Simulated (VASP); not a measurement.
# NaH (Fm-3m) in VASP: single point with r2SCAN

Aim: the single point of NaH with r2SCAN.

All numbers are computed with VASP 6.6.1; they aren't measurements. Logs are shortened: lines on timing, memory, paths and dates and some standing lists are left out, and cuts for length are marked.

**1. The cell of the first run**

Symmetry: Fm-3m, No. 225, cubic system. Conventional cell: a = 4.880 Å, b = 4.880 Å, c = 4.880 Å, α = 90.00°, β = 90.00°, γ = 90.00°. Na (site symmetry m-3m) has 6 H at 2.44 Å within 3.2 Å. H (site symmetry m-3m) has 6 Na at 2.44 Å within 3.2 Å.

**2. Single point, r2SCAN**

Input file POSCAR:

```
NaH
1.0
    0.0000000000      2.4400000000      2.4400000000
    2.4400000000      0.0000000000      2.4400000000
    2.4400000000      2.4400000000      0.0000000000
Na H
1 1
Direct
    0.0000000000      0.0000000000      0.0000000000
    0.5000000000      0.5000000000      0.5000000000
```

Input file INCAR.step1:

```
PREC = Accurate ; ENCUT = 520
ISMEAR = 0 ; SIGMA = 0.05
LREAL = F ; LASPH = T
NELM = 60 ; NBANDS = 11
GGA = PE ; ALGO = Normal
EDIFF = 1E-4 ; LWAVE = T
LCHARG = F
```

Input file INCAR.step2:

```
PREC = Accurate ; ENCUT = 520
EDIFF = 1E-6 ; ISMEAR = 0
SIGMA = 0.05 ; LREAL = F
LASPH = T ; NELM = 60
ALGO = Normal ; ISIF = 2
LWAVE = F ; LCHARG = T
METAGGA = R2SCAN ; LMIXTAU = T
LELF = T ; LVHAR = T
NBANDS = 11 ; ISTART = 1
```

Input file KPOINTS:

```
Automatic mesh
0
Gamma
  8 8 8
```

Potentials or basis: VASP PAW PBE potentials, release 64 (Na_pv, H).

Started as:

```bash
$ cat potpaw_PBE.64/Na_pv/POTCAR potpaw_PBE.64/H/POTCAR > POTCAR
$ cp INCAR.step1 INCAR
$ mpirun -np 1 vasp_std > vasp.out
$ cp INCAR.step2 INCAR
$ mpirun -np 1 vasp_std > vasp.out
```

OUTCAR:

```text
PREC = Accurate
   ENCUT = 520
   EDIFF = 1E-6
   ISMEAR = 0
   LREAL = F
   LASPH = T
   NELM = 60
   ISIF = 2
   METAGGA = R2SCAN
   ISTART = 1

 ion  position               nearest neighbor table
   1  0.000  0.000  0.000-
   2  0.500  0.500  0.500-

  LATTYP: Found a face centered cubic cell.
 ALAT       =     4.8800000000

  Lattice vectors:

 A1 = (   0.0000000000,   2.4400000000,   2.4400000000)
 A2 = (   2.4400000000,   0.0000000000,   2.4400000000)
 A3 = (   2.4400000000,   2.4400000000,   0.0000000000)

Analysis of symmetry for initial positions (statically):
=====================================================================
 Subroutine PRICEL returns:
 Original cell was already a primitive cell.

 Routine SETGRP: Setting up the symmetry group for a
 face centered cubic supercell.

 Subroutine GETGRP returns: Found 48 space group operations
 (whereof 48 operations were pure point group operations)
 out of a pool of 48 trial point group operations.

The static configuration has the point symmetry O_h .

Analysis of symmetry for dynamics (positions and initial velocities):
=====================================================================
 Subroutine PRICEL returns:
 Original cell was already a primitive cell.

 Routine SETGRP: Setting up the symmetry group for a
 face centered cubic supercell.

 Subroutine GETGRP returns: Found 48 space group operations
 (whereof 48 operations were pure point group operations)
 out of a pool of 48 trial point group operations.

The dynamic configuration has the point symmetry O_h .

 Subroutine INISYM returns: Found 48 space group operations
 (whereof 48 operations are pure point group operations),
 and found     1 'primitive' translations

----------------------------------------------------------------------------------------

                                     Primitive cell

  volume of cell :      29.0536

  direct lattice vectors                    reciprocal lattice vectors
     0.000000000  2.440000000  2.440000000    -0.204918033  0.204918033  0.204918033
     2.440000000  0.000000000  2.440000000     0.204918033 -0.204918033  0.204918033
     2.440000000  2.440000000  0.000000000     0.204918033  0.204918033 -0.204918033

  length of vectors
     3.450681092  3.450681092  3.450681092     0.354928444  0.354928444  0.354928444

  position of ions in fractional coordinates (direct lattice)
     0.000000000  0.000000000  0.000000000
[... 85 lines left out ...]
   ISYM   =      2    0-nonsym 1-usesym 2-fastsym
   POTIM  = 0.5000    time-step for ionic-motion
   TEBEG  =    0.0;   TEEND  =   0.0 temperature during run
   PSTRESS=    0.0 pullay stress
   NELECT =       8.0000    total number of electrons
   NUPDOWN=      -1.0000    fix difference up-down
   EMIN   =  10.00;   EMAX   =-10.00  energy-range for DOS
   EFERMI =   0.00;   METHOD = LEGACY
   ISMEAR =     0;   SIGMA  =   0.05  broadening in eV -4-tet -1-fermi 0-gaus
   EFERMI_NEDOS =   21; number of points for ismear=-14 and -15
   IALGO  =     38    algorithm
   IMIX   =      4    mixing-type and parameters
     AMIX     =   0.40;   BMIX     =  1.00
     AMIX_MAG =   1.60;   BMIX_MAG =  1.00
  volume/ion in A,a.u.               =      14.53        98.03
  Fermi-wavevector in a.u.,A,eV,Ry     =   1.065054  2.012660 15.433636  1.134340
  Thomas-Fermi vector in A             =   2.200593
   LORBIT       =      0    0 simple, 1 ext, 2 COOP (PROOUT), +10 PAW based schemes
   METAGGA = R2SCAN    functional components
   LHFCALC =     F    Hartree Fock is set to
   AEXX    =    0.0000 exact exchange contribution
   IVDW    =     0    specifies the selected vdW correction
   LEPSILON=     F    determine dielectric tensor
   LRPA    =     F    only Hartree local field effects (RPA)
 non-spin polarized calculation
 Gauss-broadening in eV      SIGMA  =   0.05
  energy-cutoff  :      520.00
  volume of cell :       29.05
 maximum number of plane-waves:       817
 NGX is ok and might be reduce to    28
   NGX = 13   NGY = 13   NGZ = 13

 number of electron       8.0000008 magnetization

 Free energy of the ion-electron system (eV)
  ---------------------------------------------------
  ext. energy  EPLUGINS =         0.00000000
  ---------------------------------------------------
  free energy    TOTEN  =        -7.59518256 eV

  energy without entropy =       -7.59518256  energy(sigma->0) =       -7.59518256

 E-fermi :  -1.2246     XC(G=0):  -8.0316

 val. band max:       -1.5405306004   @ k =  -0.2500   0.5000   0.2500
 cond. band min:       2.7748220143   @ k =   0.5000   0.0000   0.0000
 fundamental gap:      4.3153526147
 Fermi energy:        -1.2246132364

 k-point     1 :       0.0000    0.0000    0.0000
  band No.  band energies     occupation
      1     -24.4963      2.00000
      2     -24.4959      2.00000
      3     -24.4959      2.00000
      4      -5.0116      2.00000
      5       9.6314      0.00000
      6      14.5886      0.00000
      7      14.5886      0.00000
      8      14.5886      0.00000
      9      15.4425      0.00000
     10      15.4425      0.00000
     11      15.4426      0.00000
[... 309 lines left out ...]
 k-point    24 :      -0.3750    0.2500    0.1250
  band No.  band energies     occupation
      1     -24.5635      2.00000
      2     -24.5253      2.00000
      3     -24.5119      2.00000
      4      -1.9990      2.00000
      5       3.5520      0.00000
      6       6.7895      0.00000
      7      10.0599      0.00000
      8      14.1269      0.00000
      9      15.2317      0.00000
     10      18.5151      0.00000
     11      20.6435      0.00000

 [... further k-points ...]

------------------------ aborting loop because EDIFF is reached ----------------------------------------

  FORCE on cell =-STRESS in cart. coord.  units (eV):
  Direction    XX          YY          ZZ          XY          YZ          ZX
  --------------------------------------------------------------------------------------
  -------------------------------------------------------------------------------------
  Total       -0.2329062     -0.2329062     -0.2329062      0.0000000      0.0000000     -0.0000000
  in kB      -12.8437606    -12.8437606    -12.8437606      0.0000000      0.0000000     -0.0000000
  external PRESSURE =     -12.8437606 kB  Pullay stress =       0.0000000 kB

 VOLUME and BASIS-vectors are now :
 -----------------------------------------------------------------------------
  energy-cutoff  :      520.00
  volume of cell :       29.05
      direct lattice vectors                 reciprocal lattice vectors
     0.000000000  2.440000000  2.440000000    -0.204918033  0.204918033  0.204918033
     2.440000000  0.000000000  2.440000000     0.204918033 -0.204918033  0.204918033
     2.440000000  2.440000000  0.000000000     0.204918033  0.204918033 -0.204918033

 POSITION                                       TOTAL-FORCE (eV/Angst)
 -----------------------------------------------------------------------------------
      0.00000      0.00000      0.00000        -0.000000      0.000000     -0.000000
      2.44000      2.44000      2.44000         0.000000     -0.000000      0.000000
 -----------------------------------------------------------------------------------
    total drift:                               -0.000000     -0.000000     -0.000000

  FREE ENERGIE OF THE ION-ELECTRON SYSTEM (eV)
  ---------------------------------------------------
  free  energy   TOTEN  =        -7.5951825569 eV

  energy  without entropy=       -7.5951825569  energy(sigma->0) =       -7.59518256
```

Run time: 22 s. Hardware: 1 thread of Intel Xeon 6975P-C (Granite Rapids), shared host; peak memory 0.15 GiB.

Results:

* Free energy: -7.5952 eV
* Pressure: -1.3 GPa
* Band gap on the k mesh: 4.32 eV, indirect (least direct gap 5.14 eV)

Levels at points of the mesh, in eV from the valence-band top:
| k point | band 2 | band 3 | band 4 | band 5 | band 6 | band 7 |
| --- | --- | --- | --- | --- | --- | --- |
| (0.00, 0.00, 0.00) | -22.96 | -22.96 | -3.47 | 11.17 | 16.13 | 16.13 |
| (0.50, 0.00, 0.00) | -22.97 | -22.96 | -0.82 | 4.32 | 11.48 | 13.73 |
| (0.50, 0.50, 0.00) | -22.98 | -22.98 | -0.16 | 5.12 | 10.59 | 11.20 |

Caveat: the PAW data sets were made with another functional, which shifts forces and pressure a little.
